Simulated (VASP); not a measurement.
Write the native input for VASP 6.6.1 that does the following.

* Task: single point
* Functional: LDA
* Potentials or basis: VASP PAW LDA potentials, release 64 (Pb_d)
* Cutoff: 520 eV
* k mesh: 8 × 8 × 8
* Occupations: fermi-dirac, width 0.05 eV
* Spin: no spin polarisation
* Dipole correction: no
* Further INCAR settings: ALGO = Normal; EDIFF = 1e-06; NBANDS = 21

The structure of Pb lies in POSCAR:

```
Pb
1.0
    0.0000000000      3.4390000555      3.3358300538
    3.4390000555      0.0000000000      3.3358300538
    3.4390000555      3.4390000555      0.0000000000
Pb
2
Direct
    0.0000000000      0.0000000000      0.0000000000
    0.2500000000      0.2500000000      0.2500000000
```

This cell differs from its parent crystal: zz strain of -3 %.

The input as run:

INCAR

```
ALGO = Normal ; EDIFF = 1E-6
ENCUT = 520 ; GGA = CA
ISIF = 2 ; ISMEAR = -1
LASPH = True ; LCHARG = False
LREAL = False ; LWAVE = False
NBANDS = 21 ; NELM = 80
PREC = Accurate ; SIGMA = 0.05
```

KPOINTS

```
k-points
0
Gamma
  8 8 8
```

Potentials or basis: VASP PAW LDA potentials, release 64 (Pb_d).

Command:

```console
$ cat potpaw_LDA.64/Pb_d/POTCAR > POTCAR
$ mpirun -np 1 vasp_std > vasp.out
```

Results of the run:

| Quantity | Value |
| --- | --- |
| Pressure | 0.2 GPa |
| Band gap on the k mesh | zero (band 14 reaches 4.68 eV, above the bottom of band 15 at 3.64 eV) |

Caveat: the cell differs from its parent crystal (zz strain of -3 %); spin-orbit coupling is left out, which moves the levels of the heavy elements.

Run time: 30 s on 1 thread of Intel(R) Xeon(R) 6975P-C (Granite Rapids) (shared host), peak memory 0.21 GiB.
